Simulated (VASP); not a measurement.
# Ta4C in VASP: a series of runs

The runs below take Ta4C through single point, with PBEsol.

All numbers are computed with VASP 6.6.1; they aren't measurements. Logs are shortened: lines on timing, memory, paths and dates and some standing lists are left out, and cuts for length are marked.

**1. The cell of the first run**

The cell holds a slab with vacuum, 5 atoms: a = 2.841 Å, b = 2.841 Å, c = 25.959 Å, α = 90.00°, β = 90.00°, γ = 109.47°.

**2. Single point, PBEsol**

The input, INCAR:

```
  PREC = Accurate
  ENCUT = 520
  EDIFF = 1E-7
  ISMEAR = 0
  SIGMA = 0.1
  LREAL = False
  LASPH = True
  NELM = 60
  ALGO = Normal
  ISIF = 2
  LWAVE = False
  LCHARG = False
  LDIPOL = True
  IDIPOL = 3
  DIPOL = 0.5 0.5 0.510
  GGA = PS
  NBANDS = 32
```

The input, KPOINTS:

```
Automatic mesh
0
Gamma
  11 11 1
```

The input, POSCAR:

```
Ta4C
1.0
    2.8410132489      0.0000000000      0.0000000000
   -0.9470044163      2.6785329784      0.0000000000
    0.0000000000      0.0000000000     25.9590328124
Ta C
4 1
Direct
    0.5000000000      0.5000000000      0.3274390098
    0.0000000000      0.0000000000      0.4167981790
    0.5000000000      0.5000000000      0.5058470961
    0.0000000000      0.0000000000      0.5912937381
    0.3333333333      0.6666666667      0.7106807520
```

Potentials or basis: VASP PAW PBE potentials, release 64 (Ta_pv, C).

On the command line:

```console
$ cat potpaw_PBE.64/Ta_pv/POTCAR potpaw_PBE.64/C/POTCAR > POTCAR
$ mpirun -np 1 vasp_std > vasp.out
```

OUTCAR:

```text
PREC = Accurate
   ENCUT = 520
   EDIFF = 1E-7
   ISMEAR = 0
   LREAL = False
   LASPH = True
   NELM = 60
   ISIF = 2
   GGA = PS

 ion  position               nearest neighbor table
   1  0.500  0.500  0.327-   2 2.84   2 2.84   2 3.28   2 3.28
   2  0.000  0.000  0.417-   3 2.83   3 2.83   1 2.84   1 2.84   3 3.27   3 3.27   1 3.28   1 3.28

   3  0.500  0.500  0.506-   4 2.76   4 2.76   2 2.83   2 2.83   4 3.21   4 3.21   2 3.27   2 3.27

   4  0.000  0.000  0.591-   3 2.76   3 2.76   3 3.21   3 3.21
   5  0.333  0.667  0.711-

  LATTYP: Found a base centered orthorhombic cell.
 ALAT       =     3.2805195281
 B/A-ratio  =     1.4142135624
 C/A-ratio  =     7.9130858969

  Lattice vectors:

 A1 = (   2.8410132489,   0.0000000000,   0.0000000000)
 A2 = (  -0.9470044163,   2.6785329784,   0.0000000000)
 A3 = (   0.0000000000,   0.0000000000,  25.9590328124)

Analysis of symmetry for initial positions (statically):
=====================================================================
 Subroutine PRICEL returns:
 Original cell was already a primitive cell.

 Routine SETGRP: Setting up the symmetry group for a
 base centered orthorhombic supercell.

 Subroutine GETGRP returns: Found  2 space group operations
 (whereof  2 operations were pure point group operations)
 out of a pool of  8 trial point group operations.

The static configuration has the point symmetry C_1h.

Analysis of symmetry for dynamics (positions and initial velocities):
=====================================================================
 Subroutine PRICEL returns:
 Original cell was already a primitive cell.

 Routine SETGRP: Setting up the symmetry group for a
 base centered orthorhombic supercell.

 Subroutine GETGRP returns: Found  2 space group operations
 (whereof  2 operations were pure point group operations)
 out of a pool of  8 trial point group operations.

The dynamic configuration has the point symmetry C_1h.

 Subroutine INISYM returns: Found  2 space group operations
 (whereof  2 operations are pure point group operations),
 and found     1 'primitive' translations

----------------------------------------------------------------------------------------

                                     Primitive cell

  volume of cell :     197.5417

  direct lattice vectors                    reciprocal lattice vectors
     2.841013249  0.000000000  0.000000000     0.351987095  0.124446231  0.000000000
    -0.947004416  2.678532978  0.000000000     0.000000000  0.373338693  0.000000000
     0.000000000  0.000000000 25.959032812     0.000000000  0.000000000  0.038522236

  length of vectors
     2.841013249  2.841013249 25.959032812     0.373338693  0.373338693  0.038522236

  position of ions in fractional coordinates (direct lattice)
     0.500000000  0.500000000  0.327439010
     0.000000000  0.000000000  0.416798179
     0.500000000  0.500000000  0.505847096
     0.000000000  0.000000000  0.591293738
     0.333333333  0.666666667  0.710680752

  ion indices of the primitive-cell ions
   primitive index   ion index
                 1           1
                 2           2
                 3           3
                 4           4
                 5           5

----------------------------------------------------------------------------------------

 KPOINTS: Automatic mesh

Automatic generation of k-mesh.
 Grid dimensions read from file:
 generate k-points for:   11   11    1

 Generating k-lattice:

  Cartesian coordinates                     Fractional coordinates (reciprocal lattice)
     0.031998827  0.011313294  0.000000000     0.090909091  0.000000000  0.000000000
     0.000000000  0.033939881  0.000000000     0.000000000  0.090909091  0.000000000
     0.000000000  0.000000000  0.038522236     0.000000000  0.000000000  1.000000000

  Length of vectors
     0.033939881  0.033939881  0.038522236

  Shift w.r.t. Gamma in fractional coordinates (k-lattice)
     0.000000000  0.000000000  0.000000000

 Subroutine IBZKPT returns following result:
 ===========================================

 Found     36 irreducible k-points:

 Following reciprocal coordinates:
            Coordinates               Weight
  0.000000  0.000000  0.000000      1.000000
  0.090909  0.000000  0.000000      4.000000
  0.181818 -0.000000  0.000000      4.000000
  0.272727  0.000000  0.000000      4.000000
  0.363636  0.000000  0.000000      4.000000
  0.454545  0.000000  0.000000      4.000000
[... 16 lines left out ...]
 -0.272727  0.181818  0.000000      4.000000
 -0.181818  0.181818  0.000000      2.000000
 [... further k-points ...]
   k-points           NKPTS =     36   k-points in BZ     NKDIM =     36   number of bands    NBANDS=     32
   number of dos      NEDOS =    301   number of ions     NIONS =      5
   total plane-waves  NPLWV = 112896
   dimension x,y,z NGX =    24 NGY =   24 NGZ =  196
   dimension x,y,z NGXF=    48 NGYF=   48 NGZF=  392
   ions per type =               4   1
   NGX,Y,Z   is equivalent  to a cutoff of  14.04, 14.04, 12.55 a.u.
   NGXF,Y,Z  is equivalent  to a cutoff of  28.09, 28.09, 25.10 a.u.
 SYSTEM =  unknown system
   PREC   = accura    normal or accurate (medium, high low for compatibility)
   ISTART =      0    job   : 0-new  1-cont  2-samecut
   ICHARG =      2    charge: 1-file 2-atom 10-const
   ISPIN  =      1    spin polarized calculation?
   LNONCOLLINEAR =      F non collinear calculations
   LSORBIT =      F    spin-orbit coupling
   LASPH  =      T    aspherical Exc in radial PAW
   ENCUT  =  520.0 eV  38.22 Ry    6.18 a.u.   5.28  5.28 48.27*2*pi/ulx,y,z
   NELM   =     60;   NELMIN=  2; NELMDL= -5     # of ELM steps
   EDIFF  = 0.1E-06   stopping-criterion for ELM
   LREAL  =      F    real-space projection
   EDIFFG = 0.1E-05   stopping-criterion for IOM
   NSW    =      0    number of steps for IOM
   IBRION =     -1    ionic relax: 0-MD 1-quasi-New 2-CG
   NFREE  =      0    steps in history (QN), initial steepest desc. (CG)
   ISIF   =      2    stress and relaxation
   ISYM   =      2    0-nonsym 1-usesym 2-fastsym
   POTIM  = 0.5000    time-step for ionic-motion
   TEBEG  =    0.0;   TEEND  =   0.0 temperature during run
   PSTRESS=    0.0 pullay stress
   NELECT =      48.0000    total number of electrons
   NUPDOWN=      -1.0000    fix difference up-down
   EMIN   =  10.00;   EMAX   =-10.00  energy-range for DOS
   EFERMI =   0.00;   METHOD = LEGACY
   ISMEAR =     0;   SIGMA  =   0.10  broadening in eV -4-tet -1-fermi 0-gaus
   EFERMI_NEDOS =   21; number of points for ismear=-14 and -15
   IALGO  =     38    algorithm
   IMIX   =      4    mixing-type and parameters
     AMIX     =   0.40;   BMIX     =  1.00
     AMIX_MAG =   1.60;   BMIX_MAG =  1.00
  volume/ion in A,a.u.               =      39.51       266.62
  Fermi-wavevector in a.u.,A,eV,Ry     =   1.021572  1.930491 14.199168  1.043609
  Thomas-Fermi vector in A             =   2.155204
   LORBIT       =      0    0 simple, 1 ext, 2 COOP (PROOUT), +10 PAW based schemes
   GGA     = PS    functional components
   LHFCALC =     F    Hartree Fock is set to
   AEXX    =    0.0000 exact exchange contribution
   IVDW    =     0    specifies the selected vdW correction
   LEPSILON=     F    determine dielectric tensor
   LRPA    =     F    only Hartree local field effects (RPA)
 non-spin polarized calculation
 Gauss-broadening in eV      SIGMA  =   0.10
  energy-cutoff  :      520.00
  volume of cell :      197.54
 maximum number of plane-waves:      5364
 NGX is ok and might be reduce to    24
   NGX = 11   NGY = 11   NGZ = 97

 dipolmoment           0.000000      0.000000     -0.001724 electrons x Angstroem

 number of electron      48.0000007 magnetization

 dipolmoment           0.000000      0.000000      0.052995 electrons x Angstroem

 Free energy of the ion-electron system (eV)
  ---------------------------------------------------
  ext. energy  EPLUGINS =         0.00000000
  ---------------------------------------------------
  free energy    TOTEN  =       -51.14734915 eV

  energy without entropy =      -51.10862776  energy(sigma->0) =      -51.12798845

 E-fermi :  -0.9734     XC(G=0):  -6.1659

 val. band max:       -0.9756149910   @ k =   0.3636   0.2727   0.0000
 cond. band min:      -0.9700076649   @ k =   0.1818   0.0909   0.0000
 fundamental gap:      0.0056073261
 Fermi energy:        -0.9733987982

 k-point     1 :       0.0000    0.0000    0.0000
  band No.  band energies     occupation
      1     -35.4095      2.00000
      2     -35.2344      2.00000
      3     -34.6905      2.00000
      4     -34.6653      2.00000
      5     -34.5894      2.00000
      6     -34.4226      2.00000
[... 24 lines left out ...]
     31       2.0883      0.00000
     32       2.2168      0.00000

 k-point     2 :       0.0909    0.0000    0.0000
  band No.  band energies     occupation
      1     -35.3900      2.00000
      2     -35.2244      2.00000
      3     -34.7683      2.00000
      4     -34.6811      2.00000
      5     -34.5852      2.00000
      6     -34.4610      2.00000
[... 24 lines left out ...]
     31       1.9430      0.00000
     32       2.0539      0.00000
[... 733 lines left out ...]
     31       1.2244      0.00000
     32       1.4100      0.00000

 k-point    24 :      -0.1818    0.1818    0.0000
  band No.  band energies     occupation
      1     -35.3268      2.00000
      2     -35.1676      2.00000
      3     -34.8234      2.00000
      4     -34.7600      2.00000
      5     -34.7216      2.00000
      6     -34.6932      2.00000
[... 24 lines left out ...]
     31       0.8450      0.00000
     32       0.9537      0.00000

 [... further k-points ...]

------------------------ aborting loop because EDIFF is reached ----------------------------------------

 vacuum level on the upper side and lower side of the slab       (xc-potential included)         0.494        -0.741

  FORCE on cell =-STRESS in cart. coord.  units (eV):
  Direction    XX          YY          ZZ          XY          YZ          ZX
  --------------------------------------------------------------------------------------
  -------------------------------------------------------------------------------------
  Total       -6.0353246     -5.7429825     -5.0505594      0.4134342     -0.0472227      0.0667829
  in kB      -48.9499724    -46.5789088    -40.9629570      3.3531903     -0.3830030      0.5416480
  external PRESSURE =     -45.4972794 kB  Pullay stress =       0.0000000 kB

 VOLUME and BASIS-vectors are now :
 -----------------------------------------------------------------------------
  energy-cutoff  :      520.00
  volume of cell :      197.54
      direct lattice vectors                 reciprocal lattice vectors
     2.841013249  0.000000000  0.000000000     0.351987095  0.124446231  0.000000000
    -0.947004416  2.678532978  0.000000000     0.000000000  0.373338693  0.000000000
     0.000000000  0.000000000 25.959032812     0.000000000  0.000000000  0.038522236

 POSITION                                       TOTAL-FORCE (eV/Angst)
 -----------------------------------------------------------------------------------
      0.94700      1.33927      8.50000         0.007308     -0.005167      0.487176
      0.00000      0.00000     10.81968         0.001329     -0.000939     -0.522707
      0.94700      1.33927     13.13130        -0.001314      0.000929     -0.184156
      0.00000      0.00000     15.34941        -0.046010      0.032534      1.659742
      0.31567      1.78569     18.44858         0.038688     -0.027357     -1.440055
 -----------------------------------------------------------------------------------
    total drift:                               -0.000159      0.000112      0.000547

  FREE ENERGIE OF THE ION-ELECTRON SYSTEM (eV)
  ---------------------------------------------------
  free  energy   TOTEN  =       -51.1473491459 eV

  energy  without entropy=      -51.1086277559  energy(sigma->0) =      -51.12798845

 vacuum level on the upper side and lower side of the slab         5.070         3.812
```

Run time: 18 min. Hardware: 1 thread of Intel Xeon 8259CL, shared host; peak memory 0.44 GiB.

What came out:

```
Free energy            : -51.1473 eV
Largest force          : 1.661 eV/Å
Band gap on the k mesh : zero (bands 24 and 25 overlap by 1.18 eV)
```

Forces on the atoms (eV/Å):
```
Ta   0.007 -0.005  0.487
Ta   0.001 -0.001 -0.523
Ta  -0.001  0.001 -0.184
Ta  -0.046  0.033  1.660
C    0.039 -0.027 -1.440
```

Levels at points of the mesh, in eV from the Fermi level:
```
           k point  band 20  band 21  band 22  band 23  band 24  band 25  band 26  band 27  band 28  band 29
(0.00, 0.00, 0.00)    -1.17    -0.39    -0.35     0.30     0.43     0.59     0.98     0.98     2.29     2.49
```

Caveat: the PAW data sets were made with another functional, which shifts forces and pressure a little; spin-orbit coupling is left out, which moves the levels of the heavy elements.

[end of part 1 of 2]
